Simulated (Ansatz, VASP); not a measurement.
# BP: VASP beside Ansatz

File INCAR:

```
SYSTEM = BP
PREC = Accurate ; ENCUT = 520
EDIFF = 1E-7 ; ISMEAR = 0
SIGMA = 0.05 ; LREAL = .FALSE.
LASPH = .TRUE. ; NELM = 100
ALGO = Normal ; ISIF = 2
LWAVE = .FALSE. ; LCHARG = .FALSE.
GGA = PE ; NBANDS = 11
```

The input KPOINTS:

```
Automatic mesh
0
G
  12 12 12
  0 0 0
```

POSCAR

```
BP
1.0
    0.0000000000      2.1532980236      2.2416177635
    2.2416177635      0.0000000000      2.2416177635
    2.2416177635      2.1532980236      0.0000000000
B P
1 1
Direct
    0.0000000000      0.0000000000      0.0000000000
    0.7500000000      0.7500000000      0.7500000000
```

Input for Ansatz:

```yaml
crystal:
  lattice:
    - [0.0, 2.1532980236, 2.2416177635]
    - [2.2416177635, 0.0, 2.2416177635]
    - [2.2416177635, 2.1532980236, 0.0]
  atoms:
    - { symbol: B, position: [0.0, 0.0, 0.0] }
    - { symbol: P, position: [0.75, 0.75, 0.75] }
basis:
  ecutwfc: 520.0
kpoints:
  mp_grid: { grid: [12, 12, 12] }
hamiltonian:
  xc: pbe
scf:
  occupations: { method: gaussian, width: 0.05 }
output:
  forces: true
  stress: true
  eigenvalues: true
```

Alike in both runs: task single point; functional PBE; k mesh 12 × 12 × 12; occupations gaussian, width 0.05 eV; no spin polarisation.

```csv
,VASP,Ansatz
version,VASP 6.6.1,Ansatz 0.2.0
potentials or method,"VASP PAW PBE potentials, release 64 (B, P), cutoff 520 eV","scalar-relativistic, plane waves, PAW"
valence electrons in the cell,8,8
```

VASP gave:

- gap on the k mesh at the Fermi level (eV): 0.51
- least direct gap on the mesh (eV): 3.12
- pressure (GPa): 15.5
- traceless stress, the component that is largest in VASP (GPa): 7.17

Which values does Ansatz return?

gap on the k mesh at the Fermi level (eV): 0.51; least direct gap on the mesh (eV): 3.13; pressure (GPa): 15.8; traceless stress, the component that is largest in VASP (GPa): 7.16.

With one functional, cell and mesh, what is left measures potentials, basis and numerics.
